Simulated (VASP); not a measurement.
# Ta in VASP: notebook

Aim: see how the results for Ta move with the level of theory and the settings. Levels: LDA, BLYP, PBEsol. Tasks: single point.

Program: VASP 6.6.1. These are calculated values, not measurements. Logs are shortened: lines on timing, memory, paths and dates and some standing lists are left out, and cuts for length are marked.

**1. The cell of the first run**

The cell holds a wire or tube with vacuum around it, 4 atoms: a = 22.709 Å, b = 22.709 Å, c = 2.377 Å, α = 90.00°, β = 90.00°, γ = 90.00°.

**2. Single point, LDA**

INCAR

```
SYSTEM = Ta
ALGO = Normal
EDIFF = 1E-6
ENCUT = 500
GGA = CA
GGA_COMPAT = .FALSE.
ISIF = 2
ISMEAR = -1
LASPH = .TRUE.
LCHARG = .FALSE.
LREAL = .FALSE.
LWAVE = .FALSE.
NBANDS = 30
NELM = 120
PREC = Accurate
SIGMA = 0.05
```

KPOINTS

```
k-points
0
G
  1 1 10
  0 0 0
```

POSCAR

```
Ta
1.0
   22.7091100000      0.0000000000      0.0000000000
    0.0000000000     22.7091100000      0.0000000000
    0.0000000000      0.0000000000      2.3772800000
Ta
4
Direct
    0.3186300000      0.8186300000      0.0000000000
    0.1813700000      0.3186300000      0.0000000000
    0.6813700000      0.1813700000      0.0000000000
    0.8186300000      0.6813700000      0.0000000000
```

Potentials or basis: VASP PAW LDA potentials, release 64 (Ta_pv).

Run with:

```
cat potpaw_LDA.64/Ta_pv/POTCAR > POTCAR
mpirun -np 1 vasp_std > vasp.out
```

OUTCAR:

```text
SYSTEM = Ta
   EDIFF = 1E-6
   ENCUT = 500
   GGA = CA
   ISIF = 2
   ISMEAR = -1
   LASPH = .TRUE.
   LREAL = .FALSE.
   NELM = 120
   PREC = Accurate

 ion  position               nearest neighbor table
   1  0.319  0.819  0.000-
   2  0.181  0.319  0.000-
   3  0.681  0.181  0.000-
   4  0.819  0.681  0.000-

  LATTYP: Found a simple tetragonal cell.
 ALAT       =    22.7091100000
 C/A-ratio  =     0.1046839792

  Lattice vectors:

 A1 = (  22.7091100000,   0.0000000000,   0.0000000000)
 A2 = (   0.0000000000,  22.7091100000,   0.0000000000)
 A3 = (   0.0000000000,   0.0000000000,   2.3772800000)

Analysis of symmetry for initial positions (statically):
=====================================================================
 Subroutine PRICEL returns:
 Original cell was already a primitive cell.

 Routine SETGRP: Setting up the symmetry group for a
 simple tetragonal supercell.

 Subroutine GETGRP returns: Found 16 space group operations
 (whereof  8 operations were pure point group operations)
 out of a pool of 16 trial point group operations.

The static configuration has the point symmetry C_4h.
 The point group associated with its full space group is D_4h.

Analysis of symmetry for dynamics (positions and initial velocities):
=====================================================================
 Subroutine PRICEL returns:
 Original cell was already a primitive cell.

 Routine SETGRP: Setting up the symmetry group for a
 simple tetragonal supercell.

 Subroutine GETGRP returns: Found 16 space group operations
 (whereof  8 operations were pure point group operations)
 out of a pool of 16 trial point group operations.

The dynamic configuration has the point symmetry C_4h.
 The point group associated with its full space group is D_4h.

 Subroutine INISYM returns: Found 16 space group operations
 (whereof  8 operations are pure point group operations),
 and found     1 'primitive' translations

----------------------------------------------------------------------------------------

                                     Primitive cell

[... 67 lines left out ...]
   ISTART =      0    job   : 0-new  1-cont  2-samecut
   ICHARG =      2    charge: 1-file 2-atom 10-const
   ISPIN  =      1    spin polarized calculation?
   LNONCOLLINEAR =      F non collinear calculations
   LSORBIT =      F    spin-orbit coupling
   LASPH  =      T    aspherical Exc in radial PAW
   ENCUT  =  500.0 eV  36.75 Ry    6.06 a.u.  41.40 41.40  4.33*2*pi/ulx,y,z
   NELM   =    120;   NELMIN=  2; NELMDL= -5     # of ELM steps
   EDIFF  = 0.1E-05   stopping-criterion for ELM
   LREAL  =      F    real-space projection
   EDIFFG = 0.1E-04   stopping-criterion for IOM
   NSW    =      0    number of steps for IOM
   IBRION =     -1    ionic relax: 0-MD 1-quasi-New 2-CG
   NFREE  =      0    steps in history (QN), initial steepest desc. (CG)
   ISIF   =      2    stress and relaxation
   ISYM   =      2    0-nonsym 1-usesym 2-fastsym
   POTIM  = 0.5000    time-step for ionic-motion
   TEBEG  =    0.0;   TEEND  =   0.0 temperature during run
   PSTRESS=    0.0 pullay stress
   NELECT =      44.0000    total number of electrons
   NUPDOWN=      -1.0000    fix difference up-down
   EMIN   =  10.00;   EMAX   =-10.00  energy-range for DOS
   EFERMI =   0.00;   METHOD = LEGACY
   ISMEAR =    -1;   SIGMA  =   0.05  broadening in eV -4-tet -1-fermi 0-gaus
   EFERMI_NEDOS =   21; number of points for ismear=-14 and -15
   IALGO  =     38    algorithm
   IMIX   =      4    mixing-type and parameters
     AMIX     =   0.40;   BMIX     =  1.00
     AMIX_MAG =   1.60;   BMIX_MAG =  1.00
  volume/ion in A,a.u.               =     306.49      2068.32
  Fermi-wavevector in a.u.,A,eV,Ry     =   0.540006  1.020464  3.967552  0.291607
  Thomas-Fermi vector in A             =   1.566943
   LORBIT       =      0    0 simple, 1 ext, 2 COOP (PROOUT), +10 PAW based schemes
   GGA     = CA    functional components
   LHFCALC =     F    Hartree Fock is set to
   AEXX    =    0.0000 exact exchange contribution
   IVDW    =     0    specifies the selected vdW correction
   LEPSILON=     F    determine dielectric tensor
   LRPA    =     F    only Hartree local field effects (RPA)
 non-spin polarized calculation
  energy-cutoff  :      500.00
  volume of cell :     1225.97
 maximum number of plane-waves:     31253
 NGX is ok and might be reduce to   168
   NGX = 83   NGY = 83   NGZ =  9

 number of electron      43.9999999 magnetization

 Free energy of the ion-electron system (eV)
  ---------------------------------------------------
  ext. energy  EPLUGINS =         0.00000000
  ---------------------------------------------------
  free energy    TOTEN  =       -28.68087879 eV

  energy without entropy =      -28.54303788  energy(sigma->0) =      -28.61195833

 E-fermi :  -3.8647     XC(G=0):  -1.9188

 val. band max:       -3.9136694314   @ k =   0.0000   0.0000   0.1000
 cond. band min:      -3.7532078089   @ k =   0.0000   0.0000   0.2000
 fundamental gap:      0.1604616225
 Fermi energy:        -3.8646769920

 k-point     1 :       0.0000    0.0000    0.0000
  band No.  band energies     occupation
      1     -38.5256      2.00000
      2     -38.5256      2.00000
      3     -38.5256      2.00000
      4     -38.5256      2.00000
      5     -38.5256      2.00000
      6     -38.5256      2.00000
[... 187 lines left out ...]
     29      -1.6360      0.00000
     30      -1.6360      0.00000

------------------------ aborting loop because EDIFF is reached ----------------------------------------

  FORCE on cell =-STRESS in cart. coord.  units (eV):
  Direction    XX          YY          ZZ          XY          YZ          ZX
  --------------------------------------------------------------------------------------
  -------------------------------------------------------------------------------------
  Total       -0.0263194     -0.0263194     -3.1222006      0.0000000      0.0000000      0.0000000
  in kB       -0.0343958     -0.0343958     -4.0802881      0.0000000      0.0000000      0.0000000
  external PRESSURE =      -1.3830266 kB  Pullay stress =       0.0000000 kB

 VOLUME and BASIS-vectors are now :
 -----------------------------------------------------------------------------
  energy-cutoff  :      500.00
  volume of cell :     1225.97
      direct lattice vectors                 reciprocal lattice vectors
    22.709110000  0.000000000  0.000000000     0.044035191  0.000000000  0.000000000
     0.000000000 22.709110000  0.000000000     0.000000000  0.044035191  0.000000000
     0.000000000  0.000000000  2.377280000     0.000000000  0.000000000  0.420648809

 POSITION                                       TOTAL-FORCE (eV/Angst)
 -----------------------------------------------------------------------------------
      7.23580     18.59036      0.00000         0.000052      0.000052      0.000000
      4.11875      7.23580      0.00000        -0.000052      0.000052     -0.000000
     15.47331      4.11875      0.00000        -0.000052     -0.000052     -0.000000
     18.59036     15.47331      0.00000         0.000052     -0.000052      0.000000
 -----------------------------------------------------------------------------------
    total drift:                                0.000000     -0.000000      0.000000

  FREE ENERGIE OF THE ION-ELECTRON SYSTEM (eV)
  ---------------------------------------------------
  free  energy   TOTEN  =       -28.6808787920 eV

  energy  without entropy=      -28.5430378766  energy(sigma->0) =      -28.61195833
```

It took 5.4 min on 1 thread of Intel Xeon Platinum 8259CL at 2.50GHz (Skylake/Cascade Lake), shared host; peak memory 0.7 GiB.

What came out:

| Item | Value |
| --- | --- |
| Free energy | -28.6809 eV |
| Band gap on the k mesh | zero (bands 22 and 23 overlap by 2.46 eV) |

Caveat: spin-orbit coupling is left out, which moves the levels of the heavy elements.

**3. Single point, BLYP**

INCAR

```
PREC = Accurate
ENCUT = 500
EDIFF = 1E-6
ISMEAR = -1
SIGMA = 0.05
LREAL = False
LASPH = True
NELM = 120
ALGO = Normal
ISIF = 2
LWAVE = False
LCHARG = False
GGA = B5
ALDAX = 1.0
AGGAX = 1.0
AGGAC = 1.0
ALDAC = 0.0
NBANDS = 30
GGA_COMPAT = False
```

KPOINTS

```
Automatic mesh
0
Gamma
  1 1 10
```

POSCAR is that of step 2.

Potentials or basis: VASP PAW PBE potentials, release 64 (Ta_pv).

Run with:

```
cat potpaw_PBE.64/Ta_pv/POTCAR > POTCAR
mpirun -np 1 vasp_std > vasp.out
```

OUTCAR:

```text
PREC = Accurate
   ENCUT = 500
   EDIFF = 1E-6
   ISMEAR = -1
   LREAL = False
   LASPH = True
   NELM = 120
   ISIF = 2
   GGA = B5

 ion  position               nearest neighbor table
   1  0.319  0.819  0.000-
   2  0.181  0.319  0.000-
   3  0.681  0.181  0.000-
   4  0.819  0.681  0.000-

  LATTYP: Found a simple tetragonal cell.
[... 376 lines left out ...]

  FORCE on cell =-STRESS in cart. coord.  units (eV):
  Direction    XX          YY          ZZ          XY          YZ          ZX
  --------------------------------------------------------------------------------------
  -------------------------------------------------------------------------------------
  Total       -0.0023238     -0.0023238      8.1885939      0.0000000      0.0000000      0.0000000
  in kB       -0.0030368     -0.0030368     10.7013693      0.0000000      0.0000000      0.0000000
  external PRESSURE =       3.5650985 kB  Pullay stress =       0.0000000 kB

 VOLUME and BASIS-vectors are now :
 -----------------------------------------------------------------------------
  energy-cutoff  :      500.00
  volume of cell :     1225.97
      direct lattice vectors                 reciprocal lattice vectors
    22.709110000  0.000000000  0.000000000     0.044035191  0.000000000  0.000000000
     0.000000000 22.709110000  0.000000000     0.000000000  0.044035191  0.000000000
     0.000000000  0.000000000  2.377280000     0.000000000  0.000000000  0.420648809

 POSITION                                       TOTAL-FORCE (eV/Angst)
 -----------------------------------------------------------------------------------
      7.23580     18.59036      0.00000        -0.000245     -0.000245      0.000000
      4.11875      7.23580      0.00000         0.000245     -0.000245     -0.000000
     15.47331      4.11875      0.00000         0.000245      0.000245     -0.000000
     18.59036     15.47331      0.00000        -0.000245      0.000245      0.000000
 -----------------------------------------------------------------------------------
    total drift:                                0.000000     -0.000000      0.000000

  FREE ENERGIE OF THE ION-ELECTRON SYSTEM (eV)
  ---------------------------------------------------
  free  energy   TOTEN  =       -24.2738542041 eV

  energy  without entropy=      -24.1522137392  energy(sigma->0) =      -24.21303397
```

OSZICAR:

```text
N       E                     dE             d eps       ncg     rms          rms(c)
DAV:   1     0.204965103953E+03    0.20497E+03   -0.20141E+04   544   0.944E+02
DAV:   2     0.758767344962E+01   -0.19738E+03   -0.18607E+03   506   0.190E+02
DAV:   3    -0.223498290009E+02   -0.29938E+02   -0.24055E+02   506   0.413E+01
[... 15 lines left out ...]
DAV:  19    -0.242738764236E+02    0.33866E-04   -0.15582E-03   340   0.171E-01    0.137E-03
DAV:  20    -0.242738529073E+02    0.23516E-04   -0.10724E-03   332   0.134E-01    0.183E-03
DAV:  21    -0.242738440208E+02    0.88864E-05   -0.31806E-04   340   0.803E-02    0.151E-03
DAV:  22    -0.242738545275E+02   -0.10507E-04   -0.34974E-05   348   0.256E-02    0.136E-03
DAV:  23    -0.242738542041E+02    0.32340E-06   -0.49904E-06   308   0.744E-03
   1 F= -.24273854E+02 E0= -.24213034E+02  d E =-.121640E+00
```

Wall time 7.5 min (1 thread of Intel Xeon Platinum 8259CL at 2.50GHz (Skylake/Cascade Lake), shared host); peak memory 0.97 GiB.

Results:

```
Free energy            : -24.2739 eV
Band gap on the k mesh : zero (bands 22 and 23 overlap by 2.47 eV)
```

Caveat: the PAW data sets were made with another functional, which shifts forces and pressure a little; spin-orbit coupling is left out, which moves the levels of the heavy elements.

**4. Single point, PBEsol**

INCAR

```
ALGO = Normal
EDIFF = 1E-6
ENCUT = 500
GGA = PS
GGA_COMPAT = F
ISIF = 2
ISMEAR = -1
LASPH = T
LCHARG = F
LREAL = F
LWAVE = F
NBANDS = 30
NELM = 120
PREC = Accurate
SIGMA = 0.05
```

KPOINTS

```
k-points
0
Gamma
  1 1 10
```

POSCAR is that of step 3.

Run with:

```
cat potpaw_PBE.64/Ta_pv/POTCAR > POTCAR
mpirun -np 1 vasp_std > vasp.out
```

Wall time 5.9 min (1 thread of Intel Xeon Platinum 8259CL at 2.50GHz (Skylake/Cascade Lake), shared host); peak memory 0.97 GiB.

The run converged. Its results:

```
Free energy            : -27.9230 eV
Band gap on the k mesh : zero (bands 22 and 23 overlap by 2.47 eV)
```

Levels at points of the mesh, in eV from the Fermi level:
| k point | band 20 | band 21 | band 22 | band 23 | band 24 | band 25 |
| --- | --- | --- | --- | --- | --- | --- |
| (0.00, 0.00, 0.00) | -1.78 | -0.23 | -0.23 | -0.23 | -0.23 | -0.23 |
| (0.00, 0.00, 0.50) | -2.47 | 2.24 | 2.24 | 2.24 | 2.24 | 2.25 |

Caveat: the PAW data sets were made with another functional, which shifts forces and pressure a little; spin-orbit coupling is left out, which moves the levels of the heavy elements.

**5. Summary**

| level | potentials or basis | gap on the mesh (eV) |
| --- | --- | --- |
| LDA | VASP PAW LDA potentials, release 64 (Ta_pv) | none |
| BLYP | VASP PAW PBE potentials, release 64 (Ta_pv) | none |
| PBEsol | VASP PAW PBE potentials, release 64 (Ta_pv) | none |

Alike in all rows: task single point; no spin polarisation; cell as given; k mesh 1 × 1 × 10; cutoff (eV) 500; smearing fermi-dirac 0.05 eV.

Caveats: spin-orbit coupling is left out, which moves the levels of the heavy elements; the PAW data sets were made with another functional, which shifts forces and pressure a little (at least some runs).

Absolute energies hang on the potentials; compare differences alone.
